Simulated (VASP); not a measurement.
# Na7Cl8 (a cell with a defect) in VASP: further runs, part 2 of 2

VASP 6.6.1. The steps go on from the part before.

**3. Single point, PBE**

The input, INCAR:

```
PREC = Accurate ; ENCUT = 520
EDIFF = 1E-7 ; ISMEAR = 0
SIGMA = 0.05 ; LREAL = Auto
LASPH = True ; NELM = 60
ALGO = Normal ; ISIF = 2
LWAVE = False ; LCHARG = False
GGA = PE ; NBANDS = 66
NELECT = 106.0
```

The input, KPOINTS:

```
regular mesh
0
Gamma
  4 4 4
```

The input, POSCAR:

```
Na7Cl8
1.0
   -5.6955747870      0.0000000000      5.6955747870
   -5.6955747870     -5.6955747870      0.0000000000
    0.0000000000     -5.6955747870      5.6955747870
Na Cl
7 8
Direct
   -0.0000000878     -0.1818412608      0.5000000187
   -0.0084320726      0.4899613480      0.0314892714
    0.0084321604      0.0130185280     -0.0314893591
    0.5314893778      0.4899613480      0.4915678583
    0.4685106596      0.0130186158      0.5084320035
    0.4999999309      0.4783073003      0.0000000000
    0.5000000187      0.0193480911     -0.0000000878
    0.2968633655      0.7455202783      0.2031365654
    0.2550854926      0.2490481739      0.2449144383
    0.2395384226      0.7437221279      0.7395385290
    0.2471638162      0.2703702537      0.7471637471
    0.7528363090      0.7646977984      0.2528362025
    0.7604615271      0.2227990234      0.2604615961
    0.7031366718      0.7455202783      0.7968632965
    0.7449145448      0.2490481739      0.7550854235
```

Potentials or basis: VASP PAW PBE potentials, release 64 (Na_pv, Cl).

Launch:

```console
cat potpaw_PBE.64/Na_pv/POTCAR potpaw_PBE.64/Cl/POTCAR > POTCAR
mpirun -np 1 vasp_std > vasp.out
```

OUTCAR:

```text
PREC = Accurate
   ENCUT = 520
   EDIFF = 1E-7
   ISMEAR = 0
   LREAL = Auto
   LASPH = True
   NELM = 60
   ISIF = 2
   GGA = PE
   NELECT = 106.0

 ion  position               nearest neighbor table
   1  1.000  0.818  0.500-  14 2.46   8 2.46
   2  0.992  0.490  0.031-   9 2.72
   3  0.008  0.013  0.969-  15 2.72
   4  0.531  0.490  0.492-  15 2.72
   5  0.469  0.013  0.508-   9 2.72
   6  0.500  0.478  0.000-   9 2.70  15 2.70   8 2.70  14 2.70
   7  0.500  0.019  1.000-  15 2.70   9 2.70
   8  0.297  0.746  0.203-   1 2.46   6 2.70
   9  0.255  0.249  0.245-   6 2.70   7 2.70   2 2.72   5 2.72
  10  0.240  0.744  0.740-
  11  0.247  0.270  0.747-
  12  0.753  0.765  0.253-
  13  0.760  0.223  0.260-
  14  0.703  0.746  0.797-   1 2.46   6 2.70
  15  0.745  0.249  0.755-   6 2.70   7 2.70   4 2.72   3 2.72

  LATTYP: Found a face centered cubic cell.
 ALAT       =    11.3911495740

  Lattice vectors:

 A1 = (  -5.6955747870,   0.0000000000,   5.6955747870)
 A2 = (  -5.6955747870,  -5.6955747870,   0.0000000000)
 A3 = (   0.0000000000,  -5.6955747870,   5.6955747870)

Analysis of symmetry for initial positions (statically):
=====================================================================
 Subroutine PRICEL returns:
 Original cell was already a primitive cell.

 Routine SETGRP: Setting up the symmetry group for a
 face centered cubic supercell.

 Subroutine GETGRP returns: Found  4 space group operations
 (whereof  1 operations were pure point group operations)
 out of a pool of 48 trial point group operations.

The static configuration has the point symmetry C_1 .
 The point group associated with its full space group is C_2v.

Analysis of symmetry for dynamics (positions and initial velocities):
=====================================================================
 Subroutine PRICEL returns:
 Original cell was already a primitive cell.

 Routine SETGRP: Setting up the symmetry group for a
 face centered cubic supercell.

 Subroutine GETGRP returns: Found  4 space group operations
 (whereof  1 operations were pure point group operations)
 out of a pool of 48 trial point group operations.

The dynamic configuration has the point symmetry C_1 .
 The point group associated with its full space group is C_2v.

 Subroutine INISYM returns: Found  4 space group operations
 (whereof  1 operations are pure point group operations),
 and found     1 'primitive' translations

----------------------------------------------------------------------------------------

                                     Primitive cell

  volume of cell :     369.5240

  direct lattice vectors                    reciprocal lattice vectors
    -5.695574787  0.000000000  5.695574787    -0.087787452  0.087787452  0.087787452
    -5.695574787 -5.695574787  0.000000000    -0.087787452 -0.087787452 -0.087787452
     0.000000000 -5.695574787  5.695574787     0.087787452 -0.087787452  0.087787452

  length of vectors
[... 84 lines left out ...]
   number of dos      NEDOS =    301   number of ions     NIONS =     15
   total plane-waves  NPLWV = 216000
   dimension x,y,z NGX =    60 NGY =   60 NGZ =   60
   dimension x,y,z NGXF=   120 NGYF=  120 NGZF=  120
   ions per type =               7   8
   NGX,Y,Z   is equivalent  to a cutoff of  12.38, 12.38, 12.38 a.u.
   NGXF,Y,Z  is equivalent  to a cutoff of  24.77, 24.77, 24.77 a.u.
 SYSTEM =  unknown system
   PREC   = accura    normal or accurate (medium, high low for compatibility)
   ISTART =      0    job   : 0-new  1-cont  2-samecut
   ICHARG =      2    charge: 1-file 2-atom 10-const
   ISPIN  =      1    spin polarized calculation?
   LNONCOLLINEAR =      F non collinear calculations
   LSORBIT =      F    spin-orbit coupling
   LASPH  =      T    aspherical Exc in radial PAW
   ENCUT  =  520.0 eV  38.22 Ry    6.18 a.u.  14.98 14.98 14.98*2*pi/ulx,y,z
   NELM   =     60;   NELMIN=  2; NELMDL= -5     # of ELM steps
   EDIFF  = 0.1E-06   stopping-criterion for ELM
   LREAL  =      T    real-space projection
   EDIFFG = 0.1E-05   stopping-criterion for IOM
   NSW    =      0    number of steps for IOM
   IBRION =     -1    ionic relax: 0-MD 1-quasi-New 2-CG
   NFREE  =      0    steps in history (QN), initial steepest desc. (CG)
   ISIF   =      2    stress and relaxation
   ISYM   =      2    0-nonsym 1-usesym 2-fastsym
   POTIM  = 0.5000    time-step for ionic-motion
   TEBEG  =    0.0;   TEEND  =   0.0 temperature during run
   PSTRESS=    0.0 pullay stress
   NELECT =     106.0000    total number of electrons
   NUPDOWN=      -1.0000    fix difference up-down
   EMIN   =  10.00;   EMAX   =-10.00  energy-range for DOS
   EFERMI =   0.00;   METHOD = LEGACY
   ISMEAR =     0;   SIGMA  =   0.05  broadening in eV -4-tet -1-fermi 0-gaus
   EFERMI_NEDOS =   21; number of points for ismear=-14 and -15
   IALGO  =     38    algorithm
   IMIX   =      4    mixing-type and parameters
     AMIX     =   0.40;   BMIX     =  1.00
     AMIX_MAG =   1.60;   BMIX_MAG =  1.00
  volume/ion in A,a.u.               =      24.63       166.24
  Fermi-wavevector in a.u.,A,eV,Ry     =   1.079682  2.040303 15.860494  1.165713
  Thomas-Fermi vector in A             =   2.215653
   LORBIT       =      0    0 simple, 1 ext, 2 COOP (PROOUT), +10 PAW based schemes
   GGA     = PE    functional components
   LHFCALC =     F    Hartree Fock is set to
   AEXX    =    0.0000 exact exchange contribution
   IVDW    =     0    specifies the selected vdW correction
   LEPSILON=     F    determine dielectric tensor
   LRPA    =     F    only Hartree local field effects (RPA)
 non-spin polarized calculation
 Gauss-broadening in eV      SIGMA  =   0.05
  energy-cutoff  :      520.00
  volume of cell :      369.52
 maximum number of plane-waves:      9977
   NGX = 29   NGY = 29   NGZ = 29

 number of electron     105.9999995 magnetization

 Free energy of the ion-electron system (eV)
  ---------------------------------------------------
  ext. energy  EPLUGINS =         0.00000000
  ---------------------------------------------------
  free energy    TOTEN  =       -48.61154006 eV

  energy without entropy =      -48.61154006  energy(sigma->0) =      -48.61154006

 E-fermi :  -0.6669     XC(G=0):  -7.8547

 val. band max:       -0.9452606761   @ k =   0.0000   0.0000   0.0000
 cond. band min:       3.8035534122   @ k =   0.0000   0.0000   0.0000
 fundamental gap:      4.7488140882
 Fermi energy:        -0.6669084633

 k-point     1 :       0.0000    0.0000    0.0000
  band No.  band energies     occupation
      1     -22.4823      2.00000
      2     -22.4797      2.00000
      3     -22.4557      2.00000
      4     -22.4060      2.00000
      5     -22.4011      2.00000
      6     -22.3940      2.00000
[... 1213 lines left out ...]
     64       7.9887      0.00000
     65       8.1246      0.00000
 [bands above 65 left out]

------------------------ aborting loop because EDIFF is reached ----------------------------------------

  FORCE on cell =-STRESS in cart. coord.  units (eV):
  Direction    XX          YY          ZZ          XY          YZ          ZX
  --------------------------------------------------------------------------------------
  -------------------------------------------------------------------------------------
  Total        8.3458536      8.3458536      4.4264030     -2.2814952     -0.0000000      0.0000000
  in kB       36.1858413     36.1858413     19.1919394     -9.8920767     -0.0000000      0.0000000
  external PRESSURE =      30.5212074 kB  Pullay stress =       0.0000000 kB

 VOLUME and BASIS-vectors are now :
 -----------------------------------------------------------------------------
  energy-cutoff  :      520.00
  volume of cell :      369.52
      direct lattice vectors                 reciprocal lattice vectors
    -5.695574787  0.000000000  5.695574787    -0.087787452  0.087787452  0.087787452
    -5.695574787 -5.695574787  0.000000000    -0.087787452 -0.087787452 -0.087787452
     0.000000000 -5.695574787  5.695574787     0.087787452 -0.087787452  0.087787452

 POSITION                                       TOTAL-FORCE (eV/Angst)
 -----------------------------------------------------------------------------------
    -10.35546     -7.50767      8.54336        -0.296784     -0.296784      0.000000
     -8.43816     -2.96996      5.82690        -0.007551      0.023351     -0.017979
     -0.12217     -5.59037      5.56425         0.023351     -0.007551      0.017979
     -5.81775     -5.59037      5.82690         0.023351     -0.007551     -0.017979
     -2.74259     -2.96996      5.56425        -0.007551      0.023351      0.017979
     -5.57202     -2.72424      2.84779         0.026261      0.026261      0.000000
     -2.95799     -5.80577      8.54336         0.025040      0.025040      0.000000
     -5.93697     -5.40315      2.84779         0.041723      0.052066      0.000000
     -2.87133     -2.81340      2.84779         0.029795      0.016063      0.000000
     -5.60023     -8.44802      5.57641        -0.003897     -0.003897     -0.046695
     -2.94765     -5.79544      5.66327         0.041015      0.041015      0.027509
     -8.64323     -5.79544      5.72788         0.041015      0.041015     -0.027509
     -5.60023     -2.75245      5.81474        -0.003897     -0.003897      0.046695
     -8.25093     -8.78476      8.54336         0.052066      0.041723      0.000000
     -5.66119     -5.71912      8.54336         0.016063      0.029795      0.000000
 -----------------------------------------------------------------------------------
    total drift:                               -0.000976     -0.000217      0.003378

  FREE ENERGIE OF THE ION-ELECTRON SYSTEM (eV)
  ---------------------------------------------------
  free  energy   TOTEN  =       -48.6115400605 eV

  energy  without entropy=      -48.6115400605  energy(sigma->0) =      -48.61154006
```

Wall time 7.2 min (1 thread of Intel Xeon 6975P-C (Granite Rapids), shared host); peak memory 0.61 GiB.

What came out:

* Free energy: -48.6115 eV
* Largest force: 0.420 eV/Å

Forces in eV/Å, atoms in the order of the input:
```
Na  -0.297 -0.297  0.000
Na  -0.008  0.023 -0.018
Na   0.023 -0.008  0.018
Na   0.023 -0.008 -0.018
Na  -0.008  0.023  0.018
Na   0.026  0.026  0.000
Na   0.025  0.025  0.000
Cl   0.042  0.052  0.000
Cl   0.030  0.016  0.000
Cl  -0.004 -0.004 -0.047
Cl   0.041  0.041  0.028
Cl   0.041  0.041 -0.028
Cl  -0.004 -0.004  0.047
Cl   0.052  0.042  0.000
Cl   0.016  0.030  0.000
```

Levels at points of the mesh, in eV from the Fermi level:
| k point | band 50 | band 51 | band 52 | band 53 | band 54 | band 55 | band 56 | band 57 |
| --- | --- | --- | --- | --- | --- | --- | --- | --- |
| (0.00, 0.00, 0.00) | -0.47 | -0.43 | -0.35 | -0.28 | 4.47 | 6.59 | 6.68 | 6.76 |
| (0.50, 0.00, 0.00) | -0.56 | -0.46 | -0.46 | -0.43 | 5.88 | 5.90 | 7.38 | 7.39 |
| (0.00, 0.50, 0.00) | -0.64 | -0.54 | -0.44 | -0.32 | 5.81 | 6.05 | 7.31 | 7.42 |
| (0.50, 0.50, 0.00) | -0.62 | -0.62 | -0.55 | -0.42 | 6.24 | 6.43 | 7.33 | 7.57 |
| (0.50, 0.00, 0.50) | -0.63 | -0.60 | -0.49 | -0.35 | 6.18 | 6.58 | 7.21 | 7.44 |

Caveat: the cell carries a net charge on a neutralising background, which shifts energy and pressure; the cell is charged against a uniform background, so pressure and absolute levels hang on convention.
